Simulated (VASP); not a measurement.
# BN (P6_3mc) in VASP: notebook, part 2 of 2

VASP 6.6.1.

### Step 6. Single point, PBE (volume changed by +10%)

File INCAR:

```
  ALGO = Normal
  EDIFF = 1E-6
  ENCUT = 520
  GGA = PE
  ISIF = 2
  ISMEAR = 0
  LASPH = True
  LCHARG = False
  LREAL = False
  LWAVE = False
  NBANDS = 16
  NELM = 100
  PREC = Accurate
  SIGMA = 0.01
```

File KPOINTS:

```
k-points
0
Gamma
  6 6 4
```

File POSCAR:

```
BN
1.0
    2.6260643637      0.0000000000      0.0000000000
   -1.3130321819      2.2742384510      0.0000000000
    0.0000000000      0.0000000000      4.3436548649
B N
2 2
Direct
    0.6666666667      0.3333333333      0.9997950056
    0.3333333333      0.6666666667      0.4997950056
    0.6666666667      0.3333333333      0.6252049944
    0.3333333333      0.6666666667      0.1252049944
```

Potentials or basis: VASP PAW PBE potentials, release 64 (B, N).

Started as:

```bash
cat potpaw_PBE.64/B/POTCAR potpaw_PBE.64/N/POTCAR > POTCAR
mpirun -np 1 vasp_std > vasp.out
```

OUTCAR:

```text
EDIFF = 1E-6
   ENCUT = 520
   GGA = PE
   ISIF = 2
   ISMEAR = 0
   LASPH = True
   LREAL = False
   NELM = 100
   PREC = Accurate

 ion  position               nearest neighbor table
   1  0.667  0.333  1.000-   4 1.61   4 1.61   4 1.61   3 1.63
   2  0.333  0.667  0.500-   3 1.61   3 1.61   3 1.61   4 1.63
   3  0.667  0.333  0.625-   2 1.61   2 1.61   2 1.61   1 1.63
   4  0.333  0.667  0.125-   1 1.61   1 1.61   1 1.61   2 1.63

  LATTYP: Found a hexagonal cell.
 ALAT       =     2.6260643637
 C/A-ratio  =     1.6540549900

  Lattice vectors:

 A1 = (   2.6260643637,   0.0000000000,   0.0000000000)
 A2 = (  -1.3130321819,   2.2742384510,   0.0000000000)
 A3 = (   0.0000000000,   0.0000000000,   4.3436548649)

Analysis of symmetry for initial positions (statically):
=====================================================================
 Subroutine PRICEL returns:
 Original cell was already a primitive cell.

 Routine SETGRP: Setting up the symmetry group for a
 hexagonal supercell.

 Subroutine GETGRP returns: Found 12 space group operations
[... 169 lines left out ...]

 val. band max:        6.4339399817   @ k =   0.0000   0.0000   0.0000
 cond. band min:      11.7462401503   @ k =   0.3333   0.3333   0.0000
 fundamental gap:      5.3123001687
 Fermi energy:         6.4805027691

 k-point     1 :       0.0000    0.0000    0.0000
  band No.  band energies     occupation
      1     -12.9298      2.00000
      2      -9.2013      2.00000
      3      -3.6296      2.00000
      4       4.5025      2.00000
      5       4.5025      2.00000
      6       6.1974      2.00000
[... 376 lines left out ...]
      3      -1.8332      2.00000
      4      -1.8332      2.00000
      5      -0.5514      2.00000
      6      -0.5514      2.00000
[... 8 lines left out ...]
     15      21.6615      0.00000
     16      21.6615      0.00000

------------------------ aborting loop because EDIFF is reached ----------------------------------------

  FORCE on cell =-STRESS in cart. coord.  units (eV):
  Direction    XX          YY          ZZ          XY          YZ          ZX
  --------------------------------------------------------------------------------------
  -------------------------------------------------------------------------------------
  Total       -4.2476695     -4.2476695     -4.3412001      0.0000000      0.0000000      0.0000000
  in kB     -262.3400693   -262.3400693   -268.1166048      0.0000000      0.0000000      0.0000000
  external PRESSURE =    -264.2655811 kB  Pullay stress =       0.0000000 kB

 VOLUME and BASIS-vectors are now :
 -----------------------------------------------------------------------------
  energy-cutoff  :      520.00
  volume of cell :       25.94
      direct lattice vectors                 reciprocal lattice vectors
     2.626064364  0.000000000  0.000000000     0.380797978  0.219853815  0.000000000
    -1.313032182  2.274238451  0.000000000     0.000000000  0.439707630  0.000000000
     0.000000000  0.000000000  4.343654865     0.000000000  0.000000000  0.230220870

 POSITION                                       TOTAL-FORCE (eV/Angst)
 -----------------------------------------------------------------------------------
      1.31303      0.75808      4.34276         0.000000      0.000000      0.062785
     -0.00000      1.51616      2.17094        -0.000000     -0.000000      0.062785
      1.31303      0.75808      2.71567        -0.000000      0.000000     -0.062785
     -0.00000      1.51616      0.54385         0.000000     -0.000000     -0.062785
 -----------------------------------------------------------------------------------
    total drift:                               -0.000000     -0.000000      0.000024

  FREE ENERGIE OF THE ION-ELECTRON SYSTEM (eV)
  ---------------------------------------------------
  free  energy   TOTEN  =       -34.6513407016 eV

  energy  without entropy=      -34.6513407016  energy(sigma->0) =      -34.65134070
```

stdout:

```text
POSCAR found type information on POSCAR B N
 POSCAR found :  2 types and       4 ions
 scaLAPACK will be used
 LDA part: xc-table for (Slater+PW92), standard interpolation
 POSCAR, INCAR and KPOINTS ok, starting setup
 FFT: planning ... GRIDC
 FFT: planning ... GRID_SOFT
 FFT: planning ... GRID
 WAVECAR not read
 entering main loop
```

Wall time 6.9 s (1 thread of Intel Xeon Platinum 8488C (Sapphire Rapids), shared host); peak memory 0.13 GiB.

Results:

- Free energy: -34.6513 eV
- Pressure: -26.4 GPa
- Largest force: 0.063 eV/Å
- Band gap on the k mesh: 5.31 eV, indirect (least direct gap 7.81 eV)

Forces in eV/Å, atoms in the order of the input:
```
B    0.000  0.000  0.063
B    0.000  0.000  0.063
N    0.000  0.000 -0.063
N    0.000  0.000 -0.063
```

Caveat: the k points lie up to 0.46 Å⁻¹ apart.

### Step 7. Overview

| cell | gap on the mesh (eV) | pressure (GPa) | largest force (eV/Å) |
| --- | --- | --- | --- |
| a = 2.456, b = 2.456, c = 4.063 Å, angles 90.0, 90.0, 120.0°, 4 atoms | 4.99 | 54.9 | 0.09 |
| a = 2.544, b = 2.544, c = 4.208 Å, angles 90.0, 90.0, 120.0°, 4 atoms | 5.19 | 5.0 | - |
| a = 2.501, b = 2.501, c = 4.136 Å, angles 90.0, 90.0, 120.0°, 4 atoms | 5.10 | 27.0 | 0.04 |
| a = 2.586, b = 2.586, c = 4.277 Å, angles 90.0, 90.0, 120.0°, 4 atoms | 5.26 | -12.5 | 0.03 |
| a = 2.626, b = 2.626, c = 4.344 Å, angles 90.0, 90.0, 120.0°, 4 atoms | 5.31 | -26.4 | 0.06 |

Alike in all rows: task single point; level PBE; potentials or basis VASP PAW PBE potentials, release 64 (B, N); no spin polarisation; k mesh 6 × 6 × 4; cutoff (eV) 520; smearing gaussian 0.01 eV.

Caveats: all runs use coarse meshes.

Total energies depend on the potentials used, so only differences within one code and one set of settings carry meaning.
